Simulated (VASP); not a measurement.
# MnO (Pm-3m) in VASP: further runs

The runs below take MnO through single point, with PBE, HF.

Everything below comes from runs of VASP 6.6.1. Logs are shortened: lines on timing, memory, paths and dates and some standing lists are left out, and cuts for length are marked.

## 1. The cell of the first run

Symmetry: Pm-3m, No. 221, cubic system. The conventional cell has a = 2.654 Å, b = 2.654 Å, c = 2.654 Å, α = 90.00°, β = 90.00°, γ = 90.00°. Within 3.0 Å of Mn (site symmetry m-3m) lie 8 O at 2.30 Å and 6 Mn at 2.65 Å. O (site symmetry m-3m) has 8 Mn at 2.30 Å and 6 O at 2.65 Å within 3.0 Å.

## 2. Single point, PBE, collinear spin, ferromagnetic start

INCAR

```
SYSTEM = MnO
PREC = Accurate ; ENCUT = 600
EDIFF = 1E-6 ; ISMEAR = -1
SIGMA = 0.05 ; LREAL = .False.
LASPH = .True. ; NELM = 200
ALGO = Normal ; ISIF = 2
LWAVE = .False. ; LCHARG = .True.
ISPIN = 2 ; MAGMOM = 4 0
LORBIT = 11 ; LMAXMIX = 4
GGA = PE ; LELF = .True.
LVHAR = .True. ; NBANDS = 20
GGA_COMPAT = .False.
```

KPOINTS

```
Automatic mesh
0
Gamma
  10 10 10
  0 0 0
```

POSCAR

```
MnO
1.0
    2.6544526252      0.0000000000      0.0000000000
    0.0000000000      2.6544526252      0.0000000000
    0.0000000000      0.0000000000      2.6544526252
Mn O
1 1
Direct
    0.0000000000      0.0000000000      0.0000000000
    0.5000000000      0.5000000000      0.5000000000
```

Potentials or basis: VASP PAW PBE potentials, release 64 (Mn_pv, O).

Run with:

```
$ cat potpaw_PBE.64/Mn_pv/POTCAR potpaw_PBE.64/O/POTCAR > POTCAR
$ mpirun -np 1 vasp_std > vasp.out
```

OUTCAR:

```text
SYSTEM = MnO
   PREC = Accurate
   ENCUT = 600
   EDIFF = 1E-6
   ISMEAR = -1
   LREAL = .False.
   LASPH = .True.
   NELM = 200
   ISIF = 2
   ISPIN = 2
   LORBIT = 11
   GGA = PE

 ion  position               nearest neighbor table
   1  0.000  0.000  0.000-   2 2.30   2 2.30   2 2.30   2 2.30   2 2.30   2 2.30   2 2.30   2 2.30

   2  0.500  0.500  0.500-   1 2.30   1 2.30   1 2.30   1 2.30   1 2.30   1 2.30   1 2.30   1 2.30

  LATTYP: Found a simple cubic cell.
 ALAT       =     2.6544526252

  Lattice vectors:

 A1 = (   2.6544526252,   0.0000000000,   0.0000000000)
 A2 = (   0.0000000000,   2.6544526252,   0.0000000000)
 A3 = (   0.0000000000,   0.0000000000,   2.6544526252)

Analysis of symmetry for initial positions (statically):
=====================================================================
 Subroutine PRICEL returns:
 Original cell was already a primitive cell.

 Routine SETGRP: Setting up the symmetry group for a
 simple cubic supercell.

 Subroutine GETGRP returns: Found 48 space group operations
 (whereof 48 operations were pure point group operations)
 out of a pool of 48 trial point group operations.

The static configuration has the point symmetry O_h .

Analysis of symmetry for dynamics (positions and initial velocities):
=====================================================================
 Subroutine PRICEL returns:
 Original cell was already a primitive cell.

 Routine SETGRP: Setting up the symmetry group for a
 simple cubic supercell.

 Subroutine GETGRP returns: Found 48 space group operations
 (whereof 48 operations were pure point group operations)
 out of a pool of 48 trial point group operations.

The dynamic configuration has the point symmetry O_h .

Analysis of structural, dynamic, and magnetic symmetry:
=====================================================================
 Subroutine PRICEL returns:
 Original cell was already a primitive cell.

 Routine SETGRP: Setting up the symmetry group for a
 simple cubic supercell.

 Subroutine GETGRP returns: Found 48 space group operations
 (whereof 48 operations were pure point group operations)
 out of a pool of 48 trial point group operations.

The overall configuration has the point symmetry O_h .

 Subroutine INISYM returns: Found 48 space group operations
 (whereof 48 operations are pure point group operations),
 and found     1 'primitive' translations

----------------------------------------------------------------------------------------

                                     Primitive cell

  volume of cell :      18.7036

  direct lattice vectors                    reciprocal lattice vectors
     2.654452625  0.000000000  0.000000000     0.376725503  0.000000000  0.000000000
     0.000000000  2.654452625  0.000000000     0.000000000  0.376725503  0.000000000
     0.000000000  0.000000000  2.654452625     0.000000000  0.000000000  0.376725503

  length of vectors
     2.654452625  2.654452625  2.654452625     0.376725503  0.376725503  0.376725503

  position of ions in fractional coordinates (direct lattice)
     0.000000000  0.000000000  0.000000000
     0.500000000  0.500000000  0.500000000

  ion indices of the primitive-cell ions
   primitive index   ion index
                 1           1
                 2           2

----------------------------------------------------------------------------------------

 KPOINTS: Automatic mesh

Automatic generation of k-mesh.
 Grid dimensions read from file:
 generate k-points for:   10   10   10

 Generating k-lattice:

  Cartesian coordinates                     Fractional coordinates (reciprocal lattice)
     0.037672550  0.000000000  0.000000000     0.100000000  0.000000000  0.000000000
     0.000000000  0.037672550  0.000000000     0.000000000  0.100000000  0.000000000
     0.000000000  0.000000000  0.037672550     0.000000000  0.000000000  0.100000000

  Length of vectors
     0.037672550  0.037672550  0.037672550

  Shift w.r.t. Gamma in fractional coordinates (k-lattice)
     0.000000000  0.000000000  0.000000000

[... 55 lines left out ...]
      2     -40.9612      1.00000
      3     -40.9596      1.00000
      4     -10.8637      1.00000
      5       1.5572      1.00000
      6       4.0955      1.00000
[... 12 lines left out ...]
     19      33.5400      0.00000
     20      34.5932      0.00000

 [... further k-points ...]

 spin component 2

 k-point     1 :       0.0000    0.0000    0.0000
  band No.  band energies     occupation
      1     -36.9776      1.00000
      2     -36.9776      1.00000
      3     -36.9776      1.00000
      4     -11.5078      1.00000
      5       5.8221      1.00000
      6       5.8221      1.00000
[... 12 lines left out ...]
     19      38.6772      0.00000
     20      38.6772      0.00000

 k-point     2 :       0.1000    0.0000    0.0000
  band No.  band energies     occupation
      1     -37.0011      1.00000
      2     -36.9755      1.00000
      3     -36.9755      1.00000
      4     -11.4109      1.00000
      5       4.9472      1.00000
      6       5.7794      1.00000
[... 12 lines left out ...]
     19      37.1807      0.00000
     20      37.9100      0.00000

 k-point     3 :       0.2000    0.0000    0.0000
  band No.  band energies     occupation
      1     -37.0623      1.00000
      2     -36.9702      1.00000
      3     -36.9702      1.00000
      4     -11.1450      1.00000
      5       3.4244      1.00000
      6       5.6676      1.00000
[... 12 lines left out ...]
     19      35.1277      0.00000
     20      37.3818      0.00000

 k-point     4 :       0.3000    0.0000    0.0000
  band No.  band energies     occupation
      1     -37.1373      1.00000
      2     -36.9636      1.00000
      3     -36.9636      1.00000
      4     -10.7875      1.00000
      5       1.9985      1.00000
      6       5.5301      1.00000
[... 429 lines left out ...]
 k-point    23 :       0.2000    0.1000    0.1000
  band No.  band energies     occupation
      1     -37.0574      1.00000
      2     -36.9923      1.00000
      3     -36.9899      1.00000
      4     -10.9817      1.00000
      5       3.5383      1.00000
      6       5.0751      1.00000
[... 12 lines left out ...]
     19      35.5043      0.00000
     20      35.8268      0.00000

 k-point    24 :       0.3000    0.1000    0.1000
  band No.  band energies     occupation
      1     -37.1316      1.00000
      2     -36.9853      1.00000
      3     -36.9831      1.00000
      4     -10.6527      1.00000
      5       2.2155      1.00000
      6       5.0593      1.00000
[... 12 lines left out ...]
     19      34.9537      0.00000
     20      35.7053      0.00000

 [... further k-points ...]
[... 5 lines left out ...]
  --------------------------------------------------------------------------------------
  -------------------------------------------------------------------------------------
  Total        0.6567934      0.6567934      0.6567934      0.0000000      0.0000000      0.0000000
  in kB       56.2619003     56.2619003     56.2619003      0.0000000      0.0000000      0.0000000
  external PRESSURE =      56.2619003 kB  Pullay stress =       0.0000000 kB

 VOLUME and BASIS-vectors are now :
 -----------------------------------------------------------------------------
  energy-cutoff  :      600.00
  volume of cell :       18.70
      direct lattice vectors                 reciprocal lattice vectors
     2.654452625  0.000000000  0.000000000     0.376725503  0.000000000  0.000000000
     0.000000000  2.654452625  0.000000000     0.000000000  0.376725503  0.000000000
     0.000000000  0.000000000  2.654452625     0.000000000  0.000000000  0.376725503

 POSITION                                       TOTAL-FORCE (eV/Angst)
 -----------------------------------------------------------------------------------
      0.00000      0.00000      0.00000         0.000000      0.000000      0.000000
      1.32723      1.32723      1.32723         0.000000      0.000000      0.000000
 -----------------------------------------------------------------------------------
    total drift:                                0.000000      0.000000     -0.000000

  FREE ENERGIE OF THE ION-ELECTRON SYSTEM (eV)
  ---------------------------------------------------
  free  energy   TOTEN  =       -15.2601342493 eV

  energy  without entropy=      -15.2406389921  energy(sigma->0) =      -15.25038662

 total charge

# of ion       s       p       d       tot
------------------------------------------
    1        0.217   6.196   5.076  11.489
    2        1.572   3.375   0.000   4.947
--------------------------------------------------
tot          1.789   9.571   5.076  16.436

 magnetization (x)

# of ion       s       p       d       tot
------------------------------------------
    1        0.025   0.037   3.648   3.710
    2        0.026   0.055   0.000   0.081
--------------------------------------------------
tot          0.051   0.092   3.648   3.791
```

Run time: 16 s. Hardware: 1 thread of Intel Xeon 6975P-C (Granite Rapids), shared host; peak memory 0.17 GiB.

What came out:

```
Free energy                                           : -15.2601 eV
Pressure                                              : 5.6 GPa
Net moment                                            : 3.95 μB per cell
Site moments                                          : Mn +3.71; O +0.08 μB
Valence electrons inside the program's atomic spheres : Mn 11.49; O 4.95
```

Levels at points of the mesh, in eV from the Fermi level:
Spin up:
| k point | band 8 | band 9 | band 10 | band 11 | band 12 | band 13 | band 14 | band 15 | band 16 | band 17 |
| --- | --- | --- | --- | --- | --- | --- | --- | --- | --- | --- |
| (0.00, 0.00, 0.00) | -3.08 | -3.08 | -1.21 | -1.21 | -1.21 | 0.59 | 15.30 | 15.30 | 19.72 | 19.72 |
| (0.50, 0.00, 0.00) | -3.53 | -1.11 | -0.62 | 0.35 | 0.35 | 5.77 | 8.21 | 14.90 | 17.26 | 17.26 |
| (0.50, 0.50, 0.00) | -2.25 | -2.24 | -2.00 | -2.00 | -0.37 | 6.56 | 10.76 | 10.76 | 16.29 | 24.05 |
| (0.50, 0.50, 0.50) | -0.32 | -0.32 | 0.67 | 0.67 | 0.67 | 6.63 | 6.63 | 6.63 | 16.00 | 21.02 |
Spin down:
| k point | band 4 | band 5 | band 6 | band 7 | band 8 | band 9 | band 10 | band 11 | band 12 | band 13 |
| --- | --- | --- | --- | --- | --- | --- | --- | --- | --- | --- |
| (0.00, 0.00, 0.00) | -20.20 | -2.87 | -2.87 | -2.87 | -1.09 | -1.09 | 1.87 | 2.69 | 2.69 | 2.69 |
| (0.50, 0.00, 0.00) | -19.03 | -8.06 | -3.31 | -3.31 | -0.44 | 2.50 | 2.83 | 3.24 | 3.24 | 6.84 |
| (0.50, 0.50, 0.00) | -18.49 | -6.05 | -6.05 | -2.08 | -0.60 | 1.11 | 1.68 | 1.68 | 3.27 | 8.80 |
| (0.50, 0.50, 0.50) | -17.62 | -6.50 | -6.50 | -6.50 | 3.34 | 3.34 | 3.60 | 3.60 | 3.60 | 7.92 |

Caveat: a cell with one magnetic atom can't hold antiferromagnetic order, which such compounds often take; semilocal functionals often make such compounds metallic where correlation or magnetic order opens a gap, which also shifts bond lengths. With open d or f shells a metallic result of PBE can be an artefact of self-interaction; +U or a hybrid may open a gap.

## 3. Single point, PBE, collinear spin, ferromagnetic start

This run uses another cell than the first one, of 9.73 Å³/atom, 1.041 times its volume.

INCAR

```
SYSTEM = MnO
  ALGO = Normal
  EDIFF = 1E-6
  ENCUT = 600
  GGA = PE
  GGA_COMPAT = .False.
  ISIF = 2
  ISMEAR = -1
  ISPIN = 2
  LASPH = .True.
  LCHARG = .False.
  LMAXMIX = 4
  LORBIT = 11
  LREAL = .False.
  LWAVE = .False.
  MAGMOM = 4 0
  NBANDS = 20
  NELM = 200
  PREC = Accurate
  SIGMA = 0.05
```

KPOINTS

```
k-points
0
Gamma
  10 10 10
  0 0 0
```

POSCAR

```
MnO
1.0
    2.6900871139      0.0000000000      0.0000000000
    0.0000000000      2.6900871139      0.0000000000
    0.0000000000      0.0000000000      2.6900871139
Mn O
1 1
Direct
    0.0000000000      0.0000000000      0.0000000000
    0.5000000000      0.5000000000      0.5000000000
```

Potentials or basis: VASP PAW PBE potentials, release 64 (Mn_pv, O).

Run with:

```
$ cat potpaw_PBE.64/Mn_pv/POTCAR potpaw_PBE.64/O/POTCAR > POTCAR
$ mpirun -np 1 vasp_std > vasp.out
```

Run time: 16 s. Hardware: 1 thread of Intel Xeon 6975P-C (Granite Rapids), shared host; peak memory 0.17 GiB.

It converged, with:

```yaml
Free_energy: -15.2889 eV
Pressure: 4.9 GPa
Net_moment: 4.38 μB per cell
Site_moments: Mn +4.03; O +0.14 μB
Valence_electrons_inside_the_program's_atomic_spheres: Mn 11.42; O 4.95
```

Levels at points of the mesh, in eV from the Fermi level:
Spin up:
```csv
k point,band 8,band 9,band 10,band 11,band 12,band 13,band 14,band 15,band 16,band 17
"(0.00, 0.00, 0.00)",-2.92,-2.92,-1.49,-1.49,-1.49,0.16,14.86,14.86,18.97,18.97
"(0.50, 0.00, 0.00)",-3.73,-1.39,-0.95,0.16,0.16,5.33,7.69,14.73,16.73,16.73
"(0.50, 0.50, 0.00)",-2.48,-2.22,-2.22,-2.10,-0.77,6.03,10.25,10.25,15.78,23.41
"(0.50, 0.50, 0.50)",-0.72,-0.72,0.42,0.42,0.42,6.28,6.28,6.28,15.02,20.36
```
Spin down:
```csv
k point,band 4,band 5,band 6,band 7,band 8,band 9,band 10,band 11
"(0.00, 0.00, 0.00)",-19.74,-2.60,-2.60,-2.60,-0.83,-0.83,1.65,2.67
"(0.50, 0.00, 0.00)",-18.65,-7.67,-3.02,-3.02,-0.21,2.57,2.80,3.21
"(0.50, 0.50, 0.00)",-18.13,-5.71,-5.71,-1.83,-0.40,1.13,1.71,1.71
"(0.50, 0.50, 0.50)",-17.32,-6.11,-6.11,-6.11,3.35,3.35,3.55,3.55
```

Caveat: a cell with one magnetic atom can't hold antiferromagnetic order, which such compounds often take; semilocal functionals often make such compounds metallic where correlation or magnetic order opens a gap, which also shifts bond lengths. With open d or f shells a metallic result of PBE can be an artefact of self-interaction; +U or a hybrid may open a gap.

## 4. Single point, PBE, collinear spin, ferromagnetic start

This run uses another cell than the first one, of 10.12 Å³/atom, 1.082 times its volume.

Edit INCAR of step 3 so:

```diff
@@ -10,3 +10,4 @@
   LASPH = .True.
-  LCHARG = .False.
+  LCHARG = .True.
+  LELF = .True.
   LMAXMIX = 4
@@ -14,2 +15,3 @@
   LREAL = .False.
+  LVHAR = .True.
   LWAVE = .False.
```

KPOINTS is that of step 3.

POSCAR

```
MnO
1.0
    2.7248017442      0.0000000000      0.0000000000
    0.0000000000      2.7248017442      0.0000000000
    0.0000000000      0.0000000000      2.7248017442
Mn O
1 1
Direct
    0.0000000000      0.0000000000      0.0000000000
    0.5000000000      0.5000000000      0.5000000000
```

Run with:

```
$ cat potpaw_PBE.64/Mn_pv/POTCAR potpaw_PBE.64/O/POTCAR > POTCAR
$ mpirun -np 1 vasp_std > vasp.out
```

It took 19 s on 1 thread of Intel Xeon 6975P-C (Granite Rapids), shared host; peak memory 0.17 GiB.

The run converged. Its results:

* Free energy: -15.3161 eV
* Pressure: 4.9 GPa
* Net moment: 4.77 μB per cell
* Site moments: Mn +4.32; O +0.22 μB
* Valence electrons inside the program's atomic spheres: Mn 11.36; O 4.95

Levels at points of the mesh, in eV from the Fermi level:
Spin up:
| k point | band 9 | band 10 | band 11 | band 12 | band 13 | band 14 | band 15 | band 16 |
| --- | --- | --- | --- | --- | --- | --- | --- | --- |
| (0.00, 0.00, 0.00) | -2.74 | -1.74 | -1.74 | -1.74 | -0.21 | 14.46 | 14.46 | 18.29 |
| (0.50, 0.00, 0.00) | -1.65 | -1.24 | 0.01 | 0.01 | 4.96 | 7.23 | 14.60 | 16.26 |
| (0.50, 0.50, 0.00) | -2.41 | -2.41 | -1.93 | -1.14 | 5.57 | 9.80 | 9.80 | 15.33 |
| (0.50, 0.50, 0.50) | -1.10 | 0.21 | 0.21 | 0.21 | 5.98 | 5.98 | 5.98 | 14.14 |
Spin down:
```tsv
k point	band 5	band 6	band 7	band 8	band 9	band 10
(0.00, 0.00, 0.00)	-2.29	-2.29	-2.29	-0.57	-0.57	1.49
(0.50, 0.00, 0.00)	-7.27	-2.72	-2.72	0.02	2.65	2.76
(0.50, 0.50, 0.00)	-5.34	-5.34	-1.53	-0.19	1.14	1.73
(0.50, 0.50, 0.50)	-5.71	-5.71	-5.71	3.37	3.37	3.52
```

Caveat: a cell with one magnetic atom can't hold antiferromagnetic order, which such compounds often take; semilocal functionals often make such compounds metallic where correlation or magnetic order opens a gap, which also shifts bond lengths. With open d or f shells a metallic result of PBE can be an artefact of self-interaction; +U or a hybrid may open a gap.

## 5. Single point, HF, collinear spin, ferromagnetic start

This run uses another cell than the first one, of 9.54 Å³/atom, 1.020 times its volume.

POSCAR

```
MnO
1.0
    2.6723886600      0.0000000000      0.0000000000
    0.0000000000      2.6723886600      0.0000000000
    0.0000000000      0.0000000000      2.6723886600
Mn O
1 1
Direct
    0.0000000000      0.0000000000      0.0000000000
    0.5000000000      0.5000000000      0.5000000000
```

INCAR.step1

```
PREC = Accurate
ENCUT = 520
EDIFF = 1E-5
ISMEAR = -1
SIGMA = 0.05
LREAL = F
LASPH = T
NELM = 150
ALGO = Normal
ISIF = 2
LWAVE = T
LCHARG = F
ISPIN = 2
MAGMOM = 4 0
LORBIT = 11
LMAXMIX = 4
NBANDS = 20
GGA = PE
```

INCAR.step2

```
PREC = Accurate
ENCUT = 520
EDIFF = 1E-7
ISMEAR = -1
SIGMA = 0.05
LREAL = F
LASPH = T
NELM = 150
ALGO = Normal
ISIF = 2
LWAVE = F
LCHARG = F
ISPIN = 2
MAGMOM = 4 0
LORBIT = 11
LMAXMIX = 4
GGA = PE
LHFCALC = T
AEXX = 1.0
ALDAC = 0.0
AGGAC = 0.0
PRECFOCK = Normal
NBANDS = 20
ISTART = 1
```

KPOINTS

```
regular mesh
0
Gamma
  5 5 5
```

Run with:

```
$ cat potpaw_PBE.64/Mn_pv/POTCAR potpaw_PBE.64/O/POTCAR > POTCAR
$ cp INCAR.step1 INCAR
$ mpirun -np 1 vasp_std > vasp.out
$ cp INCAR.step2 INCAR
$ mpirun -np 1 vasp_std > vasp.out
```

Wall time 27 min (1 thread of Intel Xeon Platinum 8259CL at 2.50GHz (Skylake/Cascade Lake), shared host); peak memory 0.14 GiB.

It converged, with:

```
Free energy                                           : -50.8993 eV
Pressure                                              : 24.9 GPa
Band gap on the k mesh                                : 11.60 eV, indirect (least direct gap 12.61 eV)
Net moment                                            : 5.00 μB per cell
Site moments                                          : Mn +4.73; O +0.14 μB
Valence electrons inside the program's atomic spheres : Mn 11.30; O 5.20
```

Levels at points of the mesh, in eV from the valence-band top:
Spin up:
| k point | band 10 | band 11 | band 12 | band 13 | band 14 | band 15 |
| --- | --- | --- | --- | --- | --- | --- |
| (0.00, 0.00, 0.00) | -2.05 | -2.05 | -2.05 | 11.60 | 26.74 | 26.74 |
Spin down:
```tsv
k point	band 5	band 6	band 7	band 8	band 9	band 10
(0.00, 0.00, 0.00)	-1.01	-1.01	-1.01	13.69	14.20	14.20
```

Caveat: the k points lie up to 0.47 Å⁻¹ apart; the PAW data sets were made with another functional, which shifts forces and pressure a little; a cell with one magnetic atom can't hold antiferromagnetic order, which such compounds often take. A k mesh can miss the band edges.

## 6. Summary

| level | cell | k mesh | cutoff (eV) | grid for exact exchange (PRECFOCK) | gap on the mesh (eV) | pressure (GPa) | moment (μB) |
| --- | --- | --- | --- | --- | --- | --- | --- |
| PBE | a = 2.654 Å, 2 atoms | 10 × 10 × 10 | 600 | - | none | 5.6 | 3.95 |
| PBE | a = 2.690 Å, 2 atoms | 10 × 10 × 10 | 600 | - | none | 4.9 | 4.38 |
| PBE | a = 2.725 Å, 2 atoms | 10 × 10 × 10 | 600 | - | none | 4.9 | 4.77 |
| HF | a = 2.672 Å, 2 atoms | 5 × 5 × 5 | 520 | Normal | 11.60 | 24.9 | 5.00 |

Alike in all rows: task single point; potentials or basis VASP PAW PBE potentials, release 64 (Mn_pv, O); spin collinear, ferromagnetic start; smearing fermi-dirac 0.05 eV.

Caveats: some runs use coarse meshes; a cell with one magnetic atom can't hold antiferromagnetic order, which such compounds often take; semilocal functionals often make such compounds metallic where correlation or magnetic order opens a gap, which also shifts bond lengths (some runs); the PAW data sets were made with another functional, which shifts forces and pressure a little (some runs).

Total energies depend on the potentials used, so only differences within one code and one set of settings carry meaning.
